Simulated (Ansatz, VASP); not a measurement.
# Two plane-wave programs on BN

```
B N
1.0
     2.55394    0.00000    0.00000
    -1.27697    2.21178    0.00000
     0.00000    0.00000    4.22685
B N
2 2
Cartesian
  1.2770 0.7373 4.2257
  0.0000 1.4745 2.1123
  1.4184 0.8787 2.5430
  0.0000 1.4745 0.5295
```

Alike in both runs: task single point; functional PBE; k mesh 12 × 12 × 6; occupations gaussian, width 0.05 eV; no spin polarisation.

|  | VASP | Ansatz |
| --- | --- | --- |
| version | VASP 6.6.1 | Ansatz 0.2.0 |
| potentials or method | VASP PAW PBE potentials, release 64 (B, N), cutoff 520 eV | scalar-relativistic, plane waves, PAW |
| valence electrons in the cell | 16 | 16 |

```tsv
	VASP	Ansatz	Ansatz less VASP
gap on the k mesh at the Fermi level (eV)	5.03	5.04	+0.015
least direct gap on the mesh (eV)	7.20	7.21	+0.006
pressure (GPa)	10.8	10.7	-0.12
traceless stress, the component that is largest in VASP (GPa)	11.85	11.80	-0.055
rms of the force components (eV/Å)	3.272	3.268	-0.0044
```

Atom by atom the forces differ by 0.007 eV/Å (rms over components).
